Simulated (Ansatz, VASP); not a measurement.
**One calculation of VSiPt3, two programs**

```
V Si Pt
1.0
     4.50745    0.00000    0.00000
     0.00000    4.50745    0.00000
     0.00000    0.00000    4.50745
V Si Pt
1 1 3
Direct
  0.00000 0.00000 0.00000
  0.50000 0.50000 0.50000
  0.00000 0.50000 0.50000
  0.50000 0.00000 0.50000
  0.50000 0.50000 0.00000
```

Alike in both runs: functional PBE; k mesh 8 × 8 × 8; occupations gaussian, width 0.1 eV; collinear spin.

Ansatz relaxed the structure, and its values are those at the end. VASP's run is a single point on that final structure, the one shown.

```csv
,VASP,Ansatz
version,VASP 6.6.1,Ansatz 0.2.0
potentials or method,"VASP PAW PBE potentials, release 64 (V_sv, Si, Pt), cutoff 520 eV","scalar-relativistic, plane waves, PAW"
valence electrons in the cell,47,71
```

Ansatz gave:

- gap on the k mesh at the Fermi level (eV): none
- pressure (GPa): 0.0
- net moment per atom (μB): 0.64
- size of the moment on the site where the two differ most (μB): 2.79

Q: Estimate VASP's values.

A: gap on the k mesh at the Fermi level (eV): none; pressure (GPa): 0.1; net moment per atom (μB): 0.63; size of the moment on the site where the two differ most (μB): 2.63.

Site moments also hang on the region over which each program counts them. A gap of «none» marks a metal or a gap that the smearing closes. The functional is the same, so the differences come from potentials, cutoffs and numerics. VASP's potentials hold 47 valence electrons a cell and Ansatz's 71, so a difference there can come from the potentials and not from the codes.

Spin-orbit coupling is off throughout.
